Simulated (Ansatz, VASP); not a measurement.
# One calculation of TiAl3, two programs

```
Ti Al
1.0
     3.83700    0.00000    0.00000
     0.00000    3.83700    0.00000
     0.00000    0.00000    3.95567
Ti Al
1 3
Cartesian
  0.0000 0.0000 0.0000
  1.9185 1.9185 0.0000
  1.9185 0.0000 1.9778
  0.0000 1.9185 1.9778
```

Change from the starting cell: strain -0.030 along x and y, +0.000 along z, atoms carried along.

Alike in both runs: task single point; functional r2SCAN; k mesh 12 × 12 × 12; occupations gaussian, width 0.15 eV; no spin polarisation.

|  | VASP | Ansatz |
| --- | --- | --- |
| version | VASP 6.6.1 | Ansatz 0.2.0 |
| potentials or method | VASP PAW PBE potentials, release 64 (Ti_sv, Al), cutoff 520 eV | scalar-relativistic, plane waves, PAW |
| valence electrons in the cell | 21 | 21 |

```csv
,VASP,Ansatz,Ansatz less VASP
gap on the k mesh at the Fermi level (eV),none,none,-
pressure (GPa),8.0,8.1,+0.11
"traceless stress, the component that is largest in VASP (GPa)",-3.18,-3.17,+0.004
```

VASP's potentials were made for PBE, not for r2SCAN. A gap of «none» marks a metal or a gap that the smearing closes. With one functional, cell and mesh, what is left measures potentials, basis and numerics.
